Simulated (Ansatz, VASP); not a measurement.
## NaF: VASP beside Ansatz

Contents of POSCAR:

```
NaF
1.0
    0.0000000000      2.3233012604      2.3233012604
    2.3233012604      0.0000000000      2.3233012604
    2.3233012604      2.3233012604      0.0000000000
Na F
1 1
Direct
    0.0000000000      0.0000000000      0.0000000000
    0.5000000000      0.5000000000      0.5000000000
```

INCAR.step1

```
  PREC = Accurate
  ENCUT = 520
  EDIFF = 1E-5
  ISMEAR = 0
  SIGMA = 0.05
  LREAL = False
  LASPH = True
  NELM = 120
  ALGO = Normal
  ISIF = 2
  LWAVE = True
  LCHARG = False
  GGA = PE
  NBANDS = 14
  GGA_COMPAT = False
```

The input INCAR.step2:

```
  PREC = Accurate
  ENCUT = 520
  EDIFF = 1E-6
  ISMEAR = 0
  SIGMA = 0.05
  LREAL = False
  LASPH = True
  NELM = 120
  ALGO = Normal
  ISIF = 2
  LWAVE = False
  LCHARG = False
  GGA = PE
  LHFCALC = True
  AEXX = 0.25
  PRECFOCK = Normal
  IVDW = 13
  ISTART = 1
  NBANDS = 14
  GGA_COMPAT = False
```

KPOINTS

```
Automatic mesh
0
Gamma
  6 6 6
```

Input for Ansatz:

```yaml
crystal:
  lattice:
    - [0.0, 2.3233012604, 2.3233012604]
    - [2.3233012604, 0.0, 2.3233012604]
    - [2.3233012604, 2.3233012604, 0.0]
  atoms:
    - { symbol: Na, position: [0.0, 0.0, 0.0] }
    - { symbol: F, position: [0.5, 0.5, 0.5] }
basis:
  ecutwfc: 420
  ecutrho_ratio: 4
kpoints:
  mp_grid: { grid: [6, 6, 6] }
hamiltonian:
  xc: pbe0
  dispersion: d4
scf:
  occupations: { method: gaussian, width: 0.05 }
  n_extra_bands: 9
output:
  forces: true
  stress: true
  eigenvalues: true
  populations: true
  dos: { projected: true, de: 0.02 }
```

Alike in both runs: task single point; functional PBE0; dispersion D4; k mesh 6 × 6 × 6; occupations gaussian, width 0.05 eV; no spin polarisation.

|  | VASP | Ansatz |
| --- | --- | --- |
| version | VASP 6.6.1 | Ansatz 0.2.0 |
| potentials or method | VASP PAW PBE potentials, release 64 (Na_pv, F), cutoff 520 eV | scalar-relativistic, plane waves, PAW |
| valence electrons in the cell | 14 | 16 |

VASP gave:

```
gap on the k mesh at the Fermi level (eV) : 9.18
least direct gap on the mesh (eV)         : 9.18
pressure (GPa)                            : -0.9
```

What did Ansatz give for the same quantities?

gap on the k mesh at the Fermi level (eV): 9.20; least direct gap on the mesh (eV): 9.20; pressure (GPa): -1.0.

VASP's potentials hold 14 valence electrons a cell and Ansatz's 16, so a difference there can come from the potentials and not from the codes. Ansatz's warnings: stress exchange threshold loose, stress scf threshold loose.
